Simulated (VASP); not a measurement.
Set up this calculation in VASP 6.6.1, as the native input.

- Task: single point
- Functional: PBE
- Potentials or basis: VASP PAW PBE potentials, release 64 (Cd, S)
- Cutoff: 520 eV
- k mesh: 6 × 6 × 4
- Occupations: fermi-dirac, width 0.1 eV
- Spin: no spin polarisation
- Dipole correction: no
- Further INCAR settings: ALGO = Normal; EDIFF = 1e-07; NBANDS = 26

The structure of CdS (Greenockite) lies in POSCAR:

```
CdS
1.0
    4.0939120434      0.0000000000      0.0000000000
   -2.0469560217      3.5454314105      0.0000000000
    0.0000000000      0.0000000000      6.6459482979
Cd S
2 2
Direct
    0.3333333333      0.6666666667      0.0000000000
    0.6666666667      0.3333333333      0.5000000000
    0.3333333333      0.6666666667      0.3750000000
    0.6666666667      0.3333333333      0.8750000000
```

The input as run:

INCAR

```
ALGO = Normal ; EDIFF = 1E-7
ENCUT = 520 ; GGA = PE
ISIF = 2 ; ISMEAR = -1
LASPH = T ; LCHARG = T
LELF = T ; LREAL = F
LVHAR = T ; LWAVE = F
NBANDS = 26 ; NELM = 80
PREC = Accurate ; SIGMA = 0.1
```

KPOINTS

```
k-points
0
Gamma
  6 6 4
```

Potentials or basis: VASP PAW PBE potentials, release 64 (Cd, S).

Command:

```console
$ cat potpaw_PBE.64/Cd/POTCAR potpaw_PBE.64/S/POTCAR > POTCAR
$ mpirun -np 1 vasp_std > vasp.out
```

Results of the run:

- Pressure: 5.3 GPa
- Largest force: 0.077 eV/Å
- Band gap on the k mesh: 1.30 eV, direct

Wall time 24 s on 1 thread of Intel(R) Xeon(R) 6975P-C (Granite Rapids) (shared host), peak memory 0.21 GiB.
